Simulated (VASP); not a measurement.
NiO: single point with revPBE+D3(BJ)

Crystal: NiO.

```xyz
2
Lattice="0.0000 2.0433 2.0433 2.0433 0.0000 2.0433 2.0433 2.0433 0.0000" Properties=species:S:1:pos:R:3 pbc="T T T"
Ni    0.0000    0.0000    0.0000
O     2.0433    2.0433    2.0433
```

| Quantity | Value |
| --- | --- |
| Program | VASP 6.6.1 |
| Task | single point |
| Functional | revPBE |
| Dispersion | D3(BJ) |
| Potentials or basis | VASP PAW PBE potentials, release 64 (Ni, O) |
| Cutoff | 520 eV |
| k mesh | 11 × 11 × 11 |
| Occupations | fermi-dirac, width 0.05 eV |
| Spin | collinear spin, ferromagnetic start |
| Starting moments | [1.0, 0.0] μB |
| Dipole correction | no |
| Further INCAR settings | ALGO = Normal; EDIFF = 1e-07; NBANDS = 19 |

```
Pressure                                              : 18.3 GPa
Net moment                                            : 1.55 μB per cell
Site moments                                          : Ni +1.29; O +0.23 μB
Valence electrons inside the program's atomic spheres : Ni 9.11; O 5.02
Dispersion energy per atom                            : -0.543 eV
```

Levels at points of the mesh, in eV from the Fermi level:
Spin up:
```csv
k point,band 7,band 8,band 9,band 10,band 11,band 12
"(0.00, 0.00, 0.00)",-2.82,-2.82,-2.82,1.85,17.99,19.37
```
Spin down:
| k point | band 3 | band 4 | band 5 | band 6 | band 7 | band 8 | band 9 | band 10 | band 11 | band 12 |
| --- | --- | --- | --- | --- | --- | --- | --- | --- | --- | --- |
| (0.00, 0.00, 0.00) | -2.96 | -2.96 | -2.10 | -2.10 | -2.10 | -0.85 | -0.85 | 2.16 | 17.92 | 19.56 |

It took 24 s on 1 thread of Intel(R) Xeon(R) Platinum 8559C (Emerald Rapids) (shared host), peak memory 0.17 GiB.

Caveat: the PAW data sets were made with another functional, which shifts forces and pressure a little; a cell with one magnetic atom can't hold antiferromagnetic order, which such compounds often take; semilocal functionals often make such compounds metallic where correlation or magnetic order opens a gap, which also shifts bond lengths; pairwise dispersion overbinds metals, which lowers pressure and volume. With open d or f shells a metallic result of revPBE can be an artefact of self-interaction; +U or a hybrid may open a gap.
